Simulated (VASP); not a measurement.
# Sn (C2/c) in VASP: further runs

Sn is run at these levels: r2SCAN; tasks: single point.

Program: VASP 6.6.1. These are calculated values, not measurements. Logs are shortened: lines on timing, memory, paths and dates and some standing lists are left out, and cuts for length are marked.

**1. The cell of the first run**

Symmetry: C2/c, No. 15, monoclinic system. Conventional cell: a = 3.178 Å, b = 8.342 Å, c = 4.458 Å, α = 90.00°, β = 110.77°, γ = 90.00°. Sn (site symmetry 2) has 10 Sn at 3.05 to 3.79 Å within 4.0 Å.

**2. Single point, r2SCAN**

POSCAR

```
Sn
1.0
   -2.9482820713      2.9504023647      1.5888172584
    2.9504023647     -2.9482820713      1.5888172584
    2.9460530987      2.9460530987     -1.5849306448
Sn
2
Direct
    0.0000251473      0.9999748527      0.0000000000
    0.7499748527      0.2500251473      0.5000000000
```

INCAR.step1

```
PREC     = Accurate       # precision mode
ENCUT    = 520            # plane-wave cutoff, eV
ISMEAR   = -1             # smearing method
SIGMA    = 0.1            # smearing width, eV
LREAL    = False          # projectors in reciprocal space
LASPH    = True           # aspherical terms in the spheres
NELM     = 100            # most SCF steps
NBANDS   = 21             # bands
GGA      = PE             # functional
ALGO     = Normal         # electronic algorithm
EDIFF    = 1E-4           # SCF threshold, eV
LWAVE    = True           # write WAVECAR
LCHARG   = False          # write CHGCAR
```

INCAR.step2

```
PREC     = Accurate       # precision mode
ENCUT    = 520            # plane-wave cutoff, eV
EDIFF    = 1E-6           # SCF threshold, eV
ISMEAR   = -1             # smearing method
SIGMA    = 0.1            # smearing width, eV
LREAL    = False          # projectors in reciprocal space
LASPH    = True           # aspherical terms in the spheres
NELM     = 100            # most SCF steps
ALGO     = Normal         # electronic algorithm
ISIF     = 2              # what is computed and relaxed
LWAVE    = False          # write WAVECAR
LCHARG   = False          # write CHGCAR
METAGGA  = R2SCAN         # meta-GGA
LMIXTAU  = True         
NBANDS   = 21             # bands
ISTART   = 1
```

KPOINTS

```
Automatic mesh
0
Gamma
  2 2 1
```

Potentials or basis: VASP PAW PBE potentials, release 64 (Sn_d).

On the command line:

```
$ cat potpaw_PBE.64/Sn_d/POTCAR > POTCAR
$ cp INCAR.step1 INCAR
$ mpirun -np 1 vasp_std > vasp.out
$ cp INCAR.step2 INCAR
$ mpirun -np 1 vasp_std > vasp.out
```

OUTCAR:

```text
PREC = Accurate
   ENCUT = 520
   EDIFF = 1E-6
   ISMEAR = -1
   LREAL = False
   LASPH = True
   NELM = 100
   ISIF = 2
   METAGGA = R2SCAN
   ISTART = 1

 ion  position               nearest neighbor table
   1  0.000  1.000  0.000-   2 3.05   2 3.05   2 3.05   2 3.05
   2  0.750  0.250  0.500-   1 3.05   1 3.05   1 3.05   1 3.05

  LATTYP: Found a base centered monoclinic cell.
 ALAT       =     3.1776359316
 B/A-ratio  =     2.6252219289
 C/A-ratio  =     1.4028132337
 COS(beta)  =    -0.3546724370

  Lattice vectors:

 A1 = (  -2.9482820713,   2.9504023647,   1.5888172584)
 A2 = (   2.9504023647,  -2.9482820713,   1.5888172584)
 A3 = (   2.9460530987,   2.9460530987,  -1.5849306448)

Analysis of symmetry for initial positions (statically):
=====================================================================
 Subroutine PRICEL returns:
 Original cell was already a primitive cell.

 Routine SETGRP: Setting up the symmetry group for a
 base centered monoclinic supercell.

 Subroutine GETGRP returns: Found  4 space group operations
 (whereof  2 operations were pure point group operations)
 out of a pool of  4 trial point group operations.

The static configuration has the point symmetry C_2 .
 The point group associated with its full space group is C_2h.

Analysis of symmetry for dynamics (positions and initial velocities):
=====================================================================
 Subroutine PRICEL returns:
 Original cell was already a primitive cell.

 Routine SETGRP: Setting up the symmetry group for a
 base centered monoclinic supercell.

 Subroutine GETGRP returns: Found  4 space group operations
 (whereof  2 operations were pure point group operations)
 out of a pool of  4 trial point group operations.

The dynamic configuration has the point symmetry C_2 .
 The point group associated with its full space group is C_2h.

 Subroutine INISYM returns: Found  4 space group operations
 (whereof  2 operations are pure point group operations),
 and found     1 'primitive' translations

----------------------------------------------------------------------------------------

                                     Primitive cell

  volume of cell :      55.2402

[... 58 lines left out ...]
   ISTART =      1    job   : 0-new  1-cont  2-samecut
   ICHARG =      0    charge: 1-file 2-atom 10-const
   ISPIN  =      1    spin polarized calculation?
   LNONCOLLINEAR =      F non collinear calculations
   LSORBIT =      F    spin-orbit coupling
   LASPH  =      T    aspherical Exc in radial PAW
   ENCUT  =  520.0 eV  38.22 Ry    6.18 a.u.   8.30  8.30  8.29*2*pi/ulx,y,z
   NELM   =    100;   NELMIN=  2; NELMDL=  0     # of ELM steps
   EDIFF  = 0.1E-05   stopping-criterion for ELM
   LREAL  =      F    real-space projection
   EDIFFG = 0.1E-04   stopping-criterion for IOM
   NSW    =      0    number of steps for IOM
   IBRION =     -1    ionic relax: 0-MD 1-quasi-New 2-CG
   NFREE  =      0    steps in history (QN), initial steepest desc. (CG)
   ISIF   =      2    stress and relaxation
   ISYM   =      2    0-nonsym 1-usesym 2-fastsym
   POTIM  = 0.5000    time-step for ionic-motion
   TEBEG  =    0.0;   TEEND  =   0.0 temperature during run
   PSTRESS=    0.0 pullay stress
   NELECT =      28.0000    total number of electrons
   NUPDOWN=      -1.0000    fix difference up-down
   EMIN   =  10.00;   EMAX   =-10.00  energy-range for DOS
   EFERMI =   0.00;   METHOD = LEGACY
   ISMEAR =    -1;   SIGMA  =   0.10  broadening in eV -4-tet -1-fermi 0-gaus
   EFERMI_NEDOS =   21; number of points for ismear=-14 and -15
   IALGO  =     38    algorithm
   IMIX   =      4    mixing-type and parameters
     AMIX     =   0.40;   BMIX     =  1.00
     AMIX_MAG =   1.60;   BMIX_MAG =  1.00
  volume/ion in A,a.u.               =      27.62       186.39
  Fermi-wavevector in a.u.,A,eV,Ry     =   1.305296  2.466652 23.181573  1.703798
  Thomas-Fermi vector in A             =   2.436174
   LORBIT       =      0    0 simple, 1 ext, 2 COOP (PROOUT), +10 PAW based schemes
   METAGGA = R2SCAN    functional components
   LHFCALC =     F    Hartree Fock is set to
   AEXX    =    0.0000 exact exchange contribution
   IVDW    =     0    specifies the selected vdW correction
   LEPSILON=     F    determine dielectric tensor
   LRPA    =     F    only Hartree local field effects (RPA)
 non-spin polarized calculation
  energy-cutoff  :      520.00
  volume of cell :       55.24
 maximum number of plane-waves:      1497
 NGX is ok and might be reduce to    36
   NGX = 17   NGY = 17   NGZ = 17

 number of electron      27.9999990 magnetization

 Free energy of the ion-electron system (eV)
  ---------------------------------------------------
  ext. energy  EPLUGINS =         0.00000000
  ---------------------------------------------------
  free energy    TOTEN  =       -48.40751980 eV

  energy without entropy =      -48.40717752  energy(sigma->0) =      -48.40734866

 E-fermi :   7.3842     XC(G=0): -10.9204

 val. band max:        6.5200175473   @ k =   0.5000  -0.0000   0.0000
 cond. band min:       8.2307978742   @ k =   0.5000   0.5000   0.0000
 fundamental gap:      1.7107803268
 Fermi energy:         7.3841632048

 k-point     1 :       0.0000    0.0000    0.0000
  band No.  band energies     occupation
      1     -14.4446      2.00000
      2     -14.3169      2.00000
      3     -14.2297      2.00000
      4     -14.1709      2.00000
      5     -14.0546      2.00000
      6     -14.0468      2.00000
[... 61 lines left out ...]
     20      17.9178      0.00000
     21      19.0249      0.00000

------------------------ aborting loop because EDIFF is reached ----------------------------------------

  FORCE on cell =-STRESS in cart. coord.  units (eV):
  Direction    XX          YY          ZZ          XY          YZ          ZX
  --------------------------------------------------------------------------------------
  -------------------------------------------------------------------------------------
  Total        2.8624483      2.8624483      1.9479944     -2.0599244     -2.1232892     -2.1232888
  in kB       83.0219036     83.0219036     56.4992574    -59.7456531    -61.5834748    -61.5834633
  external PRESSURE =      74.1810215 kB  Pullay stress =       0.0000000 kB

 VOLUME and BASIS-vectors are now :
 -----------------------------------------------------------------------------
  energy-cutoff  :      520.00
  volume of cell :       55.24
      direct lattice vectors                 reciprocal lattice vectors
    -2.948282071  2.950402365  1.588817258    -0.000143327  0.169386000  0.314586574
     2.950402365 -2.948282071  1.588817258     0.169386000 -0.000143327  0.314586574
     2.946053099  2.946053099 -1.584930645     0.169657695  0.169657695 -0.000226410

 POSITION                                       TOTAL-FORCE (eV/Angst)
 -----------------------------------------------------------------------------------
      2.95025     -2.94813      1.58882        -0.218581      0.218581     -0.000000
     -0.00044      2.94861      0.79635         0.218581     -0.218581      0.000000
 -----------------------------------------------------------------------------------
    total drift:                               -0.000000      0.000000     -0.000000

  FREE ENERGIE OF THE ION-ELECTRON SYSTEM (eV)
  ---------------------------------------------------
  free  energy   TOTEN  =       -48.4075198019 eV

  energy  without entropy=      -48.4071775162  energy(sigma->0) =      -48.40734866
```

OUTCAR.step1:

```text
PREC = Accurate
   ENCUT = 520
   ISMEAR = -1
   LREAL = False
   LASPH = True
[... 274 lines left out ...]
      2.95025     -2.94813      1.58882        -0.215830      0.215830      0.000000
     -0.00044      2.94861      0.79635         0.215830     -0.215830     -0.000000
 -----------------------------------------------------------------------------------
    total drift:                               -0.000000      0.000000     -0.000000

  FREE ENERGIE OF THE ION-ELECTRON SYSTEM (eV)
  ---------------------------------------------------
  free  energy   TOTEN  =        -6.7315343172 eV

  energy  without entropy=       -6.7310248880  energy(sigma->0) =       -6.73127960
```

It took 24 s on 1 thread of Intel Xeon 6975P-C, shared host; peak memory 0.21 GiB.

What came out:

* Free energy: -48.4075 eV
* Pressure: 7.4 GPa
* Largest force: 0.309 eV/Å
* Band gap on the k mesh: zero (band 14 reaches 8.27 eV, above the bottom of band 15 at 6.52 eV)

Forces on the atoms (eV/Å):
```
Sn  -0.219  0.219  0.000
Sn   0.219 -0.219  0.000
```

Stress tensor (GPa, compression positive):
```
 8.30 -5.97 -6.16
-5.97  8.30 -6.16
-6.16 -6.16  5.65
```

Caveat: the k points lie up to 1.51 Å⁻¹ apart; the PAW data sets were made with another functional, which shifts forces and pressure a little; spin-orbit coupling is left out, which moves the levels of the heavy elements.

**3. Single point, r2SCAN**

POSCAR is that of step 2.

INCAR.step1

```
SYSTEM = Sn
  ALGO = Normal
  EDIFF = 1E-4
  ENCUT = 520
  GGA = PE
  ISMEAR = -1
  LASPH = .TRUE.
  LCHARG = .FALSE.
  LREAL = .FALSE.
  LWAVE = .TRUE.
  NBANDS = 21
  NELM = 60
  PREC = Accurate
  SIGMA = 0.1
```

INCAR.step2

```
SYSTEM = Sn
  ALGO = Normal
  EDIFF = 1E-6
  ENCUT = 520
  ISIF = 2
  ISMEAR = -1
  ISTART = 1
  LASPH = .TRUE.
  LCHARG = .TRUE.
  LELF = .TRUE.
  LMIXTAU = .TRUE.
  LREAL = .FALSE.
  LVHAR = .TRUE.
  LWAVE = .FALSE.
  METAGGA = R2SCAN
  NBANDS = 21
  NELM = 60
  PREC = Accurate
  SIGMA = 0.1
```

KPOINTS

```
k-points
0
G
  3 3 2
  0 0 0
```

Potentials or basis: VASP PAW PBE potentials, release 64 (Sn_d).

On the command line:

```
$ cat potpaw_PBE.64/Sn_d/POTCAR > POTCAR
$ cp INCAR.step1 INCAR
$ mpirun -np 1 vasp_std > vasp.out
$ cp INCAR.step2 INCAR
$ mpirun -np 1 vasp_std > vasp.out
```

Run time: 41 s. Hardware: 1 thread of Intel Xeon 6975P-C, shared host; peak memory 0.21 GiB.

The run converged. Its results:

```
Free energy            : -48.9936 eV
Pressure               : -0.9 GPa
Largest force          : 0.320 eV/Å
Band gap on the k mesh : zero (band 14 reaches 8.20 eV, above the bottom of band 15 at 5.93 eV)
```

Forces on the atoms (eV/Å):
```
Sn   0.226 -0.226  0.000
Sn  -0.226  0.226  0.000
```

Stress tensor (GPa, compression positive):
```
-4.41  2.73 -1.27
 2.73 -4.41 -1.27
-1.27 -1.27  6.16
```

Levels at points of the mesh, in eV from the Fermi level:
| k point | band 11 | band 12 | band 13 | band 14 | band 15 | band 16 | band 17 | band 18 |
| --- | --- | --- | --- | --- | --- | --- | --- | --- |
| (0.00, 0.00, 0.00) | -11.72 | -4.01 | -2.35 | -2.34 | 3.16 | 6.17 | 6.20 | 7.08 |
| (0.00, 0.00, 0.50) | -9.42 | -9.42 | 0.32 | 0.32 | 1.47 | 1.47 | 6.32 | 6.32 |

Caveat: the k points lie up to 0.75 Å⁻¹ apart; the PAW data sets were made with another functional, which shifts forces and pressure a little; spin-orbit coupling is left out, which moves the levels of the heavy elements.
